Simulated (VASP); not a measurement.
# Al3Cu2 (P-3m1) in VASP: notebook, part 2 of 2

VASP 6.6.1. Earlier steps stand in the parts before.

## Step 3: Single point, r2SCAN

Contents of POSCAR:

```
Al3Cu2
1.0
    4.0919516368      0.0000000000      0.0000000000
   -2.0459758184      3.5437340685      0.0000000000
    0.0000000000      0.0000000000      4.9927787000
Al Cu
3 2
Direct
    0.0000000000      0.0000000000      0.0000000000
    0.3333333333      0.6666666667      0.3499253500
    0.6666666667      0.3333333333      0.6500746500
    0.3333333333      0.6666666667      0.8395121300
    0.6666666667      0.3333333333      0.1604878700
```

Contents of INCAR.step1:

```
SYSTEM = Al3Cu2
ALGO = Normal
EDIFF = 1E-4
ENCUT = 520
GGA = PE
ISMEAR = 0
LASPH = .True.
LCHARG = .False.
LREAL = .False.
LWAVE = .True.
NBANDS = 24
NELM = 60
PREC = Accurate
SIGMA = 0.02
```

Contents of INCAR.step2:

```
SYSTEM = Al3Cu2
ALGO = Normal
EDIFF = 1E-7
ENCUT = 520
ISIF = 2
ISMEAR = 0
ISTART = 1
LASPH = .True.
LCHARG = .False.
LMIXTAU = .True.
LREAL = .False.
LWAVE = .False.
METAGGA = R2SCAN
NBANDS = 24
NELM = 60
PREC = Accurate
SIGMA = 0.02
```

Contents of KPOINTS:

```
k-points
0
Gamma
  12 12 8
  0 0 0
```

Potentials or basis: VASP PAW PBE potentials, release 64 (Al, Cu).

Run with:

```bash
> cat potpaw_PBE.64/Al/POTCAR potpaw_PBE.64/Cu/POTCAR > POTCAR
> cp INCAR.step1 INCAR
> mpirun -np 1 vasp_std > vasp.out
> cp INCAR.step2 INCAR
> mpirun -np 1 vasp_std > vasp.out
```

OUTCAR:

```text
SYSTEM = Al3Cu2
   EDIFF = 1E-7
   ENCUT = 520
   ISIF = 2
   ISMEAR = 0
   ISTART = 1
   LASPH = .True.
   LREAL = .False.
   METAGGA = R2SCAN
   NELM = 60
   PREC = Accurate

 ion  position               nearest neighbor table
   1  0.000  0.000  0.000-   4 2.49   5 2.49   4 2.49   5 2.49   5 2.49   4 2.49   2 2.94   3 2.94
                             2 2.94   3 2.94   2 2.94   3 2.94
   2  0.333  0.667  0.350-   4 2.44   5 2.54   5 2.54   5 2.54   4 2.55   3 2.80   3 2.80   3 2.80
                             1 2.94   1 2.94   1 2.94
[... 857 lines left out ...]
  --------------------------------------------------------------------------------------
  -------------------------------------------------------------------------------------
  Total        0.2563234      0.2563234     -0.0069924      0.0000000     -0.0000000      0.0000000
  in kB        5.6723746      5.6723746     -0.1547412      0.0000000     -0.0000000      0.0000000
  external PRESSURE =       3.7300026 kB  Pullay stress =       0.0000000 kB

 VOLUME and BASIS-vectors are now :
 -----------------------------------------------------------------------------
  energy-cutoff  :      520.00
  volume of cell :       72.40
      direct lattice vectors                 reciprocal lattice vectors
     4.091951637  0.000000000  0.000000000     0.244382165  0.141094109  0.000000000
    -2.045975818  3.543734069  0.000000000     0.000000000  0.282188217  0.000000000
     0.000000000  0.000000000  4.992778700     0.000000000  0.000000000  0.200289270

 POSITION                                       TOTAL-FORCE (eV/Angst)
 -----------------------------------------------------------------------------------
      0.00000      0.00000      0.00000        -0.000000      0.000000      0.000000
     -0.00000      2.36249      1.74710        -0.000000      0.000000      0.005974
      2.04598      1.18124      3.24568         0.000000     -0.000000     -0.005974
     -0.00000      2.36249      4.19150         0.000000      0.000000      0.018186
      2.04598      1.18124      0.80128         0.000000     -0.000000     -0.018186
 -----------------------------------------------------------------------------------
    total drift:                               -0.000000      0.000000      0.000000

  FREE ENERGIE OF THE ION-ELECTRON SYSTEM (eV)
  ---------------------------------------------------
  free  energy   TOTEN  =       -42.8140067905 eV

  energy  without entropy=      -42.8135185880  energy(sigma->0) =      -42.81376269
```

OUTCAR.step1:

```text
SYSTEM = Al3Cu2
   EDIFF = 1E-4
   ENCUT = 520
   GGA = PE
   ISMEAR = 0
[... 885 lines left out ...]
     -0.00000      2.36249      1.74710         0.000000      0.000000      0.079416
      2.04598      1.18124      3.24568         0.000000     -0.000000     -0.079416
     -0.00000      2.36249      4.19150        -0.000000     -0.000000     -0.002281
      2.04598      1.18124      0.80128        -0.000000      0.000000      0.002281
 -----------------------------------------------------------------------------------
    total drift:                               -0.000000      0.000000      0.000000

  FREE ENERGIE OF THE ION-ELECTRON SYSTEM (eV)
  ---------------------------------------------------
  free  energy   TOTEN  =       -19.4450306833 eV

  energy  without entropy=      -19.4447223314  energy(sigma->0) =      -19.44487651
```

OSZICAR.step1:

```text
N       E                     dE             d eps       ncg     rms          rms(c)
DAV:   1     0.175881448013E+03    0.17588E+03   -0.12272E+04  6296   0.148E+03
DAV:   2    -0.127812075031E+02   -0.18866E+03   -0.17572E+03  6312   0.288E+02
DAV:   3    -0.235818965445E+02   -0.10801E+02   -0.10229E+02  8272   0.911E+01
DAV:   4    -0.238943006171E+02   -0.31240E+00   -0.31205E+00  8824   0.130E+01
DAV:   5    -0.239012929500E+02   -0.69923E-02   -0.69916E-02  9048   0.180E+00    0.196E+01
DAV:   6    -0.264997433073E+02   -0.25985E+01   -0.76594E+01  7472   0.245E+02    0.158E+01
DAV:   7    -0.196492968670E+02    0.68504E+01   -0.21254E+01  7768   0.106E+02    0.284E+00
DAV:   8    -0.194875660388E+02    0.16173E+00   -0.20946E+00 10360   0.302E+01    0.184E+00
DAV:   9    -0.194449931068E+02    0.42573E-01   -0.19457E-01  9664   0.984E+00    0.326E-01
DAV:  10    -0.194468895130E+02   -0.18964E-02   -0.95726E-03  9976   0.254E+00    0.341E-01
DAV:  11    -0.194449927356E+02    0.18968E-02   -0.50822E-03  8192   0.207E+00    0.555E-02
DAV:  12    -0.194450306833E+02   -0.37948E-04   -0.35162E-04  6360   0.177E-01
   1 F= -.19445031E+02 E0= -.19444877E+02  d E =-.308352E-03
```

It took 8.6 min on 1 thread of AMD EPYC 9R45 (Zen 5), shared host; peak memory 0.3 GiB.

What came out:

```
Free energy   : -42.8140 eV
Pressure      : 0.4 GPa
Largest force : 0.018 eV/Å
```

Forces on the atoms (eV/Å):
```
Al   0.000  0.000  0.000
Al   0.000  0.000  0.006
Al   0.000  0.000 -0.006
Cu   0.000  0.000  0.018
Cu   0.000  0.000 -0.018
```

Levels at points of the mesh, in eV from the Fermi level:
```csv
k point,band 11,band 12,band 13,band 14,band 15,band 16,band 17,band 18,band 19,band 20
"(0.00, 0.00, 0.00)",-4.31,-3.81,-3.80,-0.22,-0.22,1.39,1.39,2.91,3.40,5.71
"(0.50, 0.00, 0.00)",-4.44,-4.27,-3.26,-3.21,-2.73,-0.79,0.07,0.53,3.13,4.02
"(0.00, 0.00, 0.50)",-4.36,-4.36,1.24,1.24,1.36,1.36,1.84,2.54,2.54,2.57
"(0.50, 0.00, 0.50)",-4.47,-4.38,-4.30,-3.68,-1.90,-0.21,0.91,1.12,5.48,5.78
```

Caveat: the PAW data sets were made with another functional, which shifts forces and pressure a little.

## Step 4: Single point, r2SCAN

POSCAR is that of step 3.

Contents of INCAR.step1:

```
SYSTEM = Al3Cu2
PREC = Accurate ; ENCUT = 520
ISMEAR = 0 ; SIGMA = 0.1
LREAL = .FALSE. ; LASPH = .TRUE.
NELM = 60 ; NBANDS = 24
GGA = PE ; ALGO = Normal
EDIFF = 1E-4 ; LWAVE = .TRUE.
LCHARG = .FALSE.
```

Contents of INCAR.step2:

```
SYSTEM = Al3Cu2
PREC = Accurate ; ENCUT = 520
EDIFF = 1E-6 ; ISMEAR = 0
SIGMA = 0.1 ; LREAL = .FALSE.
LASPH = .TRUE. ; NELM = 60
ALGO = Normal ; ISIF = 2
LWAVE = .FALSE. ; LCHARG = .TRUE.
METAGGA = R2SCAN ; LMIXTAU = .TRUE.
LELF = .TRUE. ; LVHAR = .TRUE.
NBANDS = 24 ; ISTART = 1
```

Contents of KPOINTS:

```
Automatic mesh
0
G
  12 12 8
  0 0 0
```

Run with:

```bash
> cat potpaw_PBE.64/Al/POTCAR potpaw_PBE.64/Cu/POTCAR > POTCAR
> cp INCAR.step1 INCAR
> mpirun -np 1 vasp_std > vasp.out
> cp INCAR.step2 INCAR
> mpirun -np 1 vasp_std > vasp.out
```

Run time: 22 min. Hardware: 1 thread of Oxide Virtual Turin-like, shared host; peak memory 0.3 GiB.

It converged, with:

```
Free energy   : -42.8175 eV
Pressure      : 0.4 GPa
Largest force : 0.016 eV/Å
```

Forces in eV/Å, atoms in the order of the input:
```
Al   0.000  0.000  0.000
Al   0.000  0.000  0.006
Al   0.000  0.000 -0.006
Cu   0.000  0.000  0.016
Cu   0.000  0.000 -0.016
```

Stress tensor (GPa, compression positive):
```
 0.58  0.00  0.00
 0.00  0.58  0.00
 0.00  0.00 -0.01
```

Levels at points of the mesh, in eV from the Fermi level:
```csv
k point,band 12,band 13,band 14,band 15,band 16,band 17,band 18,band 19
"(0.00, 0.00, 0.00)",-3.81,-3.80,-0.22,-0.22,1.39,1.39,2.92,3.41
"(0.50, 0.00, 0.00)",-4.27,-3.26,-3.21,-2.73,-0.79,0.07,0.53,3.13
"(0.00, 0.00, 0.50)",-4.35,1.24,1.24,1.36,1.36,1.85,2.54,2.54
"(0.50, 0.00, 0.50)",-4.38,-4.29,-3.67,-1.90,-0.21,0.91,1.12,5.48
```

Caveat: the PAW data sets were made with another functional, which shifts forces and pressure a little.

## Step 5: Overview

```tsv
k mesh	smearing	gap on the mesh (eV)	pressure (GPa)	largest force (eV/Å)
12 × 12 × 6	gaussian 0.1 eV	none	0.4	0.02
12 × 12 × 8	gaussian 0.02 eV	none	0.4	0.02
12 × 12 × 8	gaussian 0.1 eV	none	0.4	0.02
```

Alike in all rows: task single point; level r2SCAN; potentials or basis VASP PAW PBE potentials, release 64 (Al, Cu); no spin polarisation; cell as given; cutoff (eV) 520.

Every run on the cell as given and a fine mesh finds a metal.

Caveats: the PAW data sets were made with another functional, which shifts forces and pressure a little.

Absolute energies hang on the potentials; compare differences alone.
